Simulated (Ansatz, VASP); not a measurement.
## Al: VASP beside Ansatz

INCAR

```
SYSTEM = Al
PREC = Accurate
ENCUT = 500
EDIFF = 1E-6
ISMEAR = -1
SIGMA = 0.05
LREAL = .FALSE.
LASPH = .TRUE.
NELM = 120
ALGO = Normal
ISIF = 2
LWAVE = .FALSE.
LCHARG = .FALSE.
GGA = LIBXC
LIBXC1 = GGA_X_B88
LIBXC2 = GGA_C_PBE
NBANDS = 8
GGA_COMPAT = .FALSE.
```

KPOINTS

```
Automatic mesh
0
G
  11 11 11
  0 0 0
```

Contents of POSCAR:

```
Al
1.0
    0.0000000000      2.0112152952      2.0112152952
    2.0112152952      0.0000000000      2.0112152952
    2.0112152952      2.0112152952      0.0000000000
Al
1
Direct
    0.0000000000      0.0000000000      0.0000000000
```

input.yaml

```yaml
crystal:
  lattice:
    - [0.0, 2.0112152952, 2.0112152952]
    - [2.0112152952, 0.0, 2.0112152952]
    - [2.0112152952, 2.0112152952, 0.0]
  atoms:
    - { symbol: Al, position: [0.0, 0.0, 0.0] }
hamiltonian:
  xc: { exchange: b88, correlation: pbe }
  pseudopotentials: { kind: paw }
kpoints:
  mp_grid: { grid: [11, 11, 11] }
scf:
  occupations: { method: fermi_dirac, width: 0.05 }
output:
  forces: true
  stress: true
  eigenvalues: true
  write_density: true
  write_potential: true
  elf: true
  volumetric_format: npy
```

Alike in both runs: task single point; functional b88 exchange, pbe correlation; k mesh 11 × 11 × 11; occupations fermi-dirac, width 0.05 eV; no spin polarisation.

```csv
,VASP,Ansatz
version,VASP 6.6.1,Ansatz 0.2.0
potentials or method,"VASP PAW PBE potentials, release 64 (Al)",Ansatz PAW
plane-wave cutoff (eV),500,420
valence electrons in the cell,3,3
```

VASP gave:

- gap on the k mesh at the Fermi level (eV): none
- pressure (GPa): 1.7

**Question.** Which values does Ansatz return?

**Answer.** gap on the k mesh at the Fermi level (eV): none; pressure (GPa): 1.9.

VASP's potentials were made for PBE, not for b88 exchange, pbe correlation. A gap of «none» marks a metal or a gap that the smearing closes.
